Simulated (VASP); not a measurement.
A run of VASP 6.6.1 is set up as follows.

File INCAR:

```
PREC = Accurate
ENCUT = 600
EDIFF = 1E-8
ISMEAR = 0
SIGMA = 0.01
LREAL = F
LASPH = T
NELM = 60
ALGO = Normal
ISIF = 3
LWAVE = F
LCHARG = F
GGA = PS
NBANDS = 12
IBRION = 6
NFREE = 2
POTIM = 0.015
NSW = 1
```

Contents of KPOINTS:

```
Automatic mesh
0
Gamma
  8 8 8
```

The input POSCAR:

```
LiCl
1.0
    0.0000000000      2.5314058748      2.5314058748
    2.5314058748      0.0000000000      2.5314058748
    2.5314058748      2.5314058748      0.0000000000
Li Cl
1 1
Direct
    0.0000000000      0.0000000000      0.0000000000
    0.5000000000      0.5000000000      0.5000000000
```

Potentials or basis: VASP PAW PBE potentials, release 64 (Li_sv, Cl).

The run is started by

```bash
$ cat potpaw_PBE.64/Li_sv/POTCAR potpaw_PBE.64/Cl/POTCAR > POTCAR
$ mpirun -np 1 vasp_std > vasp.out
```

Predict the elastic constants C11, C12, C44.

64, 21, 25 GPa.

Predict the Voigt bulk modulus.

35 GPa.

What does it give for the highest phonon frequency at Γ, LO-TO splitting left out?

207 cm⁻¹.

Elastic tensor in Voigt notation (GPa, in the Cartesian axes of the cell as first typed):
```
64 21 21  0  0  0
21 64 21  0  0  0
21 21 64  0  0  0
 0  0  0 25  0  0
 0  0  0  0 25  0
 0  0  0  0  0 25
```

Caveat: the cutoff is under 1.25 times the usual one of these potentials, so pressure, stress and relaxed cells hold a basis-set (Pulay) error; the PAW data sets were made with another functional, which shifts forces and pressure a little.
